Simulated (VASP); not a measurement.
# Si16Ge (a cell with a defect) in VASP: single point with PBEsol

Aim: the single point of Si16Ge (a cell with a defect) with PBEsol.

Everything below comes from runs of VASP 6.6.1. Logs are shortened: lines on timing, memory, paths and dates and some standing lists are left out, and cuts for length are marked.

### Step 1. The cell of the first run

The cell holds a defect, 17 atoms: a = 7.679 Å, b = 7.679 Å, c = 7.679 Å, α = 60.00°, β = 60.00°, γ = 60.00°.

### Step 2. Single point, PBEsol

File INCAR:

```
PREC = Accurate
ENCUT = 520
EDIFF = 1E-7
ISMEAR = 0
SIGMA = 0.05
LREAL = Auto
LASPH = T
NELM = 100
ALGO = Normal
ISIF = 2
LWAVE = F
LCHARG = T
GGA = PS
LELF = T
LVHAR = T
NBANDS = 53
```

File KPOINTS:

```
Automatic mesh
0
Gamma
  2 2 2
```

File POSCAR:

```
Si16Ge
1.0
    0.0000000000      5.4300000000      5.4300000000
    5.4300000000      0.0000000000      5.4300000000
    5.4300000000      5.4300000000      0.0000000000
Si Ge
16 1
Direct
   -0.0226618785     -0.0222139963     -0.0224716390
    0.1035143646      0.1039051565      0.1039670350
    0.0116146409      0.0120043278      0.4679678637
    0.1270970534      0.1275751381      0.6085753223
    0.0117950276      0.4677974217      0.0120950276
    0.1271521179      0.6088025783      0.1272709024
    0.0165583794      0.4982808471      0.4979220994
    0.1573240331      0.6135593923      0.6134978821
    0.4674999079      0.0121172192      0.0120430018
    0.6083656538      0.1276098527      0.1272557090
    0.4978252302      0.0169898711      0.4979325967
    0.6131953039      0.1576651013      0.6135400552
    0.4977764273      0.4982427256      0.0167863720
    0.6130209024      0.6134113260      0.1579050645
    0.5213371087      0.5216676796      0.5216938306
    0.6476109576      0.6480479742      0.6478054328
    0.8124369245      0.8129013812      0.8125551565
```

Potentials or basis: VASP PAW PBE potentials, release 64 (Si, Ge_d).

The run is started by

```bash
$ cat potpaw_PBE.64/Si/POTCAR potpaw_PBE.64/Ge_d/POTCAR > POTCAR
$ mpirun -np 1 vasp_std > vasp.out
```

OUTCAR:

```text
PREC = Accurate
   ENCUT = 520
   EDIFF = 1E-7
   ISMEAR = 0
   LREAL = Auto
   LASPH = T
   NELM = 100
   ISIF = 2
   GGA = PS

 ion  position               nearest neighbor table
   1  0.977  0.978  0.978-   4 2.34  10 2.34   6 2.34   2 2.37
   2  0.104  0.104  0.104-   5 2.32   9 2.32   3 2.32   1 2.37
   3  0.012  0.012  0.468-   2 2.32   4 2.33  17 2.43  12 2.50   8 2.50
   4  0.127  0.128  0.609-   7 2.33  11 2.33   3 2.33   1 2.34
   5  0.012  0.468  0.012-   2 2.32   6 2.33  17 2.44   8 2.50  14 2.51
   6  0.127  0.609  0.127-  13 2.33   7 2.33   5 2.33   1 2.34
   7  0.017  0.498  0.498-   6 2.33   4 2.33   8 2.33  16 2.34
   8  0.157  0.614  0.613-  15 2.32   7 2.33  17 2.44   3 2.50   5 2.50
   9  0.467  0.012  0.012-   2 2.32  10 2.33  17 2.44  12 2.50  14 2.51
  10  0.608  0.128  0.127-  13 2.33  11 2.33   9 2.33   1 2.34
  11  0.498  0.017  0.498-  10 2.33   4 2.33  12 2.33  16 2.34
  12  0.613  0.158  0.614-  15 2.32  11 2.33  17 2.43   3 2.50   9 2.50
  13  0.498  0.498  0.017-   6 2.33  10 2.33  14 2.33  16 2.34
  14  0.613  0.613  0.158-  15 2.31  13 2.33  17 2.44   9 2.51   5 2.51
  15  0.521  0.522  0.522-  14 2.31  12 2.32   8 2.32  16 2.37
  16  0.648  0.648  0.648-  11 2.34   7 2.34  13 2.34  15 2.37
  17  0.812  0.813  0.813-   3 2.43  12 2.43   8 2.44   9 2.44   5 2.44  14 2.44

  LATTYP: Found a face centered cubic cell.
 ALAT       =    10.8600000000

  Lattice vectors:

 A1 = (   0.0000000000,   5.4300000000,   5.4300000000)
 A2 = (   5.4300000000,   0.0000000000,   5.4300000000)
 A3 = (   5.4300000000,   5.4300000000,   0.0000000000)

Analysis of symmetry for initial positions (statically):
=====================================================================
 Subroutine PRICEL returns:
 Original cell was already a primitive cell.

 Routine SETGRP: Setting up the symmetry group for a
 face centered cubic supercell.

 Subroutine GETGRP returns: Found  1 space group operations
 (whereof  1 operations were pure point group operations)
 out of a pool of 48 trial point group operations.

The static configuration has the point symmetry C_1 .

Analysis of symmetry for dynamics (positions and initial velocities):
=====================================================================
 Subroutine PRICEL returns:
 Original cell was already a primitive cell.

 Routine SETGRP: Setting up the symmetry group for a
 face centered cubic supercell.

 Subroutine GETGRP returns: Found  1 space group operations
 (whereof  1 operations were pure point group operations)
 out of a pool of 48 trial point group operations.

The dynamic configuration has the point symmetry C_1 .

 Subroutine INISYM returns: Found  1 space group operations
 (whereof  1 operations are pure point group operations),
 and found     1 'primitive' translations

----------------------------------------------------------------------------------------

                                     Primitive cell

  volume of cell :     320.2060

  direct lattice vectors                    reciprocal lattice vectors
     0.000000000  5.430000000  5.430000000    -0.092081031  0.092081031  0.092081031
     5.430000000  0.000000000  5.430000000     0.092081031 -0.092081031  0.092081031
     5.430000000  5.430000000  0.000000000     0.092081031  0.092081031 -0.092081031

  length of vectors
     7.679179644  7.679179644  7.679179644     0.159489025  0.159489025  0.159489025

  position of ions in fractional coordinates (direct lattice)
     0.977338121  0.977786004  0.977528361
     0.103514365  0.103905156  0.103967035
     0.011614641  0.012004328  0.467967864
     0.127097053  0.127575138  0.608575322
     0.011795028  0.467797422  0.012095028
     0.127152118  0.608802578  0.127270902
[... 9 lines left out ...]
     0.647610958  0.648047974  0.647805433
     0.812436924  0.812901381  0.812555156

  ion indices of the primitive-cell ions
   primitive index   ion index
                 1           1
                 2           2
                 3           3
                 4           4
                 5           5
                 6           6
[... 9 lines left out ...]
                16          16
                17          17

----------------------------------------------------------------------------------------

 KPOINTS: Automatic mesh

Automatic generation of k-mesh.
 Grid dimensions read from file:
 generate k-points for:    2    2    2

 Generating k-lattice:

  Cartesian coordinates                     Fractional coordinates (reciprocal lattice)
    -0.046040516  0.046040516  0.046040516     0.500000000  0.000000000  0.000000000
     0.046040516 -0.046040516  0.046040516     0.000000000  0.500000000  0.000000000
     0.046040516  0.046040516 -0.046040516     0.000000000  0.000000000  0.500000000

  Length of vectors
     0.079744512  0.079744512  0.079744512

  Shift w.r.t. Gamma in fractional coordinates (k-lattice)
     0.000000000  0.000000000  0.000000000

 Subroutine IBZKPT returns following result:
 ===========================================

 Found      8 irreducible k-points:

 Following reciprocal coordinates:
            Coordinates               Weight
  0.000000  0.000000  0.000000      1.000000
  0.500000  0.000000  0.000000      1.000000
  0.000000  0.500000  0.000000      1.000000
  0.000000  0.000000  0.500000      1.000000
  0.500000  0.500000  0.500000      1.000000
  0.500000  0.500000  0.000000      1.000000
  0.000000  0.500000  0.500000      1.000000
  0.500000  0.000000  0.500000      1.000000
   k-points           NKPTS =      8   k-points in BZ     NKDIM =      8   number of bands    NBANDS=     53
   number of dos      NEDOS =    301   number of ions     NIONS =     17
   total plane-waves  NPLWV = 216000
   dimension x,y,z NGX =    60 NGY =   60 NGZ =   60
   dimension x,y,z NGXF=   120 NGYF=  120 NGZF=  120
   ions per type =              16   1
   NGX,Y,Z   is equivalent  to a cutoff of  12.99, 12.99, 12.99 a.u.
   NGXF,Y,Z  is equivalent  to a cutoff of  25.98, 25.98, 25.98 a.u.
 SYSTEM =  unknown system
   PREC   = accura    normal or accurate (medium, high low for compatibility)
   ISTART =      0    job   : 0-new  1-cont  2-samecut
   ICHARG =      2    charge: 1-file 2-atom 10-const
   ISPIN  =      1    spin polarized calculation?
   LNONCOLLINEAR =      F non collinear calculations
   LSORBIT =      F    spin-orbit coupling
   LASPH  =      T    aspherical Exc in radial PAW
   ENCUT  =  520.0 eV  38.22 Ry    6.18 a.u.  14.28 14.28 14.28*2*pi/ulx,y,z
   NELM   =    100;   NELMIN=  2; NELMDL= -5     # of ELM steps
   EDIFF  = 0.1E-06   stopping-criterion for ELM
   LREAL  =      T    real-space projection
   EDIFFG = 0.1E-05   stopping-criterion for IOM
   NSW    =      0    number of steps for IOM
   IBRION =     -1    ionic relax: 0-MD 1-quasi-New 2-CG
   NFREE  =      0    steps in history (QN), initial steepest desc. (CG)
   ISIF   =      2    stress and relaxation
   ISYM   =      2    0-nonsym 1-usesym 2-fastsym
   POTIM  = 0.5000    time-step for ionic-motion
   TEBEG  =    0.0;   TEEND  =   0.0 temperature during run
   PSTRESS=    0.0 pullay stress
   NELECT =      78.0000    total number of electrons
   NUPDOWN=      -1.0000    fix difference up-down
   EMIN   =  10.00;   EMAX   =-10.00  energy-range for DOS
   EFERMI =   0.00;   METHOD = LEGACY
   ISMEAR =     0;   SIGMA  =   0.05  broadening in eV -4-tet -1-fermi 0-gaus
   EFERMI_NEDOS =   21; number of points for ismear=-14 and -15
   IALGO  =     38    algorithm
   IMIX   =      4    mixing-type and parameters
     AMIX     =   0.40;   BMIX     =  1.00
     AMIX_MAG =   1.60;   BMIX_MAG =  1.00
  volume/ion in A,a.u.               =      18.84       127.11
  Fermi-wavevector in a.u.,A,eV,Ry     =   1.022421  1.932096 14.222785  1.045345
  Thomas-Fermi vector in A             =   2.156100
   LORBIT       =      0    0 simple, 1 ext, 2 COOP (PROOUT), +10 PAW based schemes
   GGA     = PS    functional components
   LHFCALC =     F    Hartree Fock is set to
   AEXX    =    0.0000 exact exchange contribution
   IVDW    =     0    specifies the selected vdW correction
   LEPSILON=     F    determine dielectric tensor
   LRPA    =     F    only Hartree local field effects (RPA)
 non-spin polarized calculation
 Gauss-broadening in eV      SIGMA  =   0.05
  energy-cutoff  :      520.00
  volume of cell :      320.21
 maximum number of plane-waves:      8646
 NGX is ok and might be reduce to    60
   NGX = 29   NGY = 29   NGZ = 29

 number of electron      77.9999998 magnetization

 Free energy of the ion-electron system (eV)
  ---------------------------------------------------
  ext. energy  EPLUGINS =         0.00000000
  ---------------------------------------------------
  free energy    TOTEN  =       -92.46441817 eV

  energy without entropy =      -92.46061401  energy(sigma->0) =      -92.46251609

 E-fermi :   6.5418     XC(G=0):  -9.9023

 val. band max:        6.4996504062   @ k =   0.5000   0.5000   0.5000
 cond. band min:       6.5970776485   @ k =   0.0000   0.0000   0.0000
 fundamental gap:      0.0974272422
 Fermi energy:         6.5417971306

 k-point     1 :       0.0000    0.0000    0.0000
  band No.  band energies     occupation
      1     -17.9434      2.00000
      2     -17.9434      2.00000
      3     -17.8162      2.00000
      4     -17.8162      2.00000
      5     -17.8127      2.00000
      6      -6.4383      2.00000
[... 43 lines left out ...]
     50       8.5357      0.00000
     51       8.7384      0.00000

 k-point     2 :       0.5000    0.0000    0.0000
  band No.  band energies     occupation
      1     -17.9435      2.00000
      2     -17.9434      2.00000
      3     -17.8162      2.00000
      4     -17.8162      2.00000
      5     -17.8127      2.00000
      6      -6.0255      2.00000
[... 316 lines left out ...]
 k-point     8 :       0.5000    0.0000    0.5000
  band No.  band energies     occupation
      1     -17.9434      2.00000
      2     -17.9434      2.00000
      3     -17.8162      2.00000
      4     -17.8162      2.00000
      5     -17.8127      2.00000
      6      -5.9202      2.00000
[... 43 lines left out ...]
     50      10.3223      0.00000
     51      10.3247      0.00000
 [bands above 51 left out]

------------------------ aborting loop because EDIFF is reached ----------------------------------------

  FORCE on cell =-STRESS in cart. coord.  units (eV):
  Direction    XX          YY          ZZ          XY          YZ          ZX
  --------------------------------------------------------------------------------------
  -------------------------------------------------------------------------------------
  Total        7.4053460      7.4037737      7.4045860     -1.2817413     -1.2990113     -1.2916229
  in kB       37.0532625     37.0453955     37.0494597     -6.4132988     -6.4997106     -6.4627424
  external PRESSURE =      37.0493726 kB  Pullay stress =       0.0000000 kB

 VOLUME and BASIS-vectors are now :
 -----------------------------------------------------------------------------
  energy-cutoff  :      520.00
  volume of cell :      320.21
      direct lattice vectors                 reciprocal lattice vectors
     0.000000000  5.430000000  5.430000000    -0.092081031  0.092081031  0.092081031
     5.430000000  0.000000000  5.430000000     0.092081031 -0.092081031  0.092081031
     5.430000000  5.430000000  0.000000000     0.092081031  0.092081031 -0.092081031

 POSITION                                       TOTAL-FORCE (eV/Angst)
 -----------------------------------------------------------------------------------
     10.61736     10.61492     10.61632        -0.025626     -0.023937     -0.025325
      1.12875      1.12662      1.12629        -0.030379     -0.027307     -0.029111
      2.60625      2.60413      0.12825        -0.017827     -0.015996      0.010427
      3.99730      3.99470      1.38287        -0.009099     -0.007646      0.013258
      2.60582      0.12972      2.60419        -0.009208     -0.024404     -0.017048
      3.99688      1.38152      3.99623        -0.003780      0.010478     -0.006845
[... 9 lines left out ...]
      7.03648      7.03411      7.03543         0.025281      0.026048      0.024999
      8.82623      8.82371      8.82559         0.007709      0.020405     -0.027892
 -----------------------------------------------------------------------------------
    total drift:                               -0.000598     -0.000083     -0.002129

  FREE ENERGIE OF THE ION-ELECTRON SYSTEM (eV)
  ---------------------------------------------------
  free  energy   TOTEN  =       -92.4644181746 eV

  energy  without entropy=      -92.4606140051  energy(sigma->0) =      -92.46251609
```

Wall time 2.9 min (1 thread of Intel Xeon 6975P-C (Granite Rapids), shared host); peak memory 0.48 GiB.

Results:

```
Free energy            : -92.4644 eV
Pressure               : 3.7 GPa
Largest force          : 0.051 eV/Å
Band gap on the k mesh : 0.10 eV
```

Forces in eV/Å, atoms in the order of the input:
```
Si  -0.026 -0.024 -0.025
Si  -0.030 -0.027 -0.029
Si  -0.018 -0.016  0.010
Si  -0.009 -0.008  0.013
Si  -0.009 -0.024 -0.017
Si  -0.004  0.010 -0.007
Si  -0.012  0.010  0.005
Si   0.000  0.022  0.015
Si  -0.012 -0.012 -0.021
Si   0.011 -0.004 -0.008
Si   0.010 -0.012  0.006
Si   0.020 -0.008  0.016
Si   0.005  0.006 -0.010
Si   0.008  0.010  0.032
Si   0.034  0.031  0.023
Si   0.025  0.026  0.025
Ge   0.008  0.020 -0.028
```

Stress tensor (GPa, compression positive):
```
 3.71 -0.64 -0.65
-0.64  3.70 -0.65
-0.65 -0.65  3.70
```

Caveat: the k points lie up to 0.50 Å⁻¹ apart; the PAW data sets were made with another functional, which shifts forces and pressure a little.
